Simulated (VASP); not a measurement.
AlN: single point with PBE

Crystal: AlN.

```xyz
8
Lattice="-3.1302 0.0000 0.0000 -1.5651 -2.7109 0.0000 0.0000 0.0000 10.2860" Properties=species:S:1:pos:R:3 pbc="T T T"
Al   -1.5651   -0.9036    6.5697
Al   -1.5651   -0.9036    1.5517
Al   -3.1302   -1.8072    9.0787
Al   -3.1302   -1.8072    4.0607
N    -1.5651   -0.9036    8.4843
N    -1.5651   -0.9036    3.4663
N    -3.1302   -1.8072    0.9573
N    -3.1302   -1.8072    5.9753
```

```yaml
Program: VASP 6.6.1
Task: single point
Functional: PBE
Potentials_or_basis: VASP PAW PBE potentials, release 64 (Al, N)
Cutoff: 520 eV
k_mesh: 8 × 8 × 3
Occupations: gaussian, width 0.05 eV
Spin: no spin polarisation
```

* Pressure: -3.3 GPa
* Largest force: 1.614 eV/Å
* Band gap on the k mesh: 3.60 eV

Forces in eV/Å, atoms in the order of the input:
```
Al   0.000  0.000 -0.281
Al   0.000  0.000 -0.591
Al   0.000  0.000  1.614
Al   0.000  0.000 -0.279
N    0.000  0.000  0.370
N    0.000  0.000  0.291
N    0.000  0.000 -1.394
N    0.000  0.000  0.271
```

Stress tensor (GPa, compression positive):
```
-0.98  0.00  0.00
 0.00 -0.98  0.00
 0.00  0.00 -7.97
```

Levels at points of the mesh, in eV from the valence-band top:
```tsv
k point	band 14	band 15	band 16	band 17	band 18	band 19
(0.00, 0.00, 0.00)	-0.15	0.00	0.00	3.60	5.88	6.10
(0.50, 0.00, 0.00)	-1.36	-1.18	-0.65	4.80	4.95	5.52
```

Run time: 81 s on 1 thread of AMD EPYC 7R13, with other jobs on the host, peak memory 0.18 GiB.

Caveat: forces of over 1 eV/Å act on the atoms, so gaps and moduli don't describe the material at rest. A hybrid or GW would open this gap; PBE tends to underestimate it.
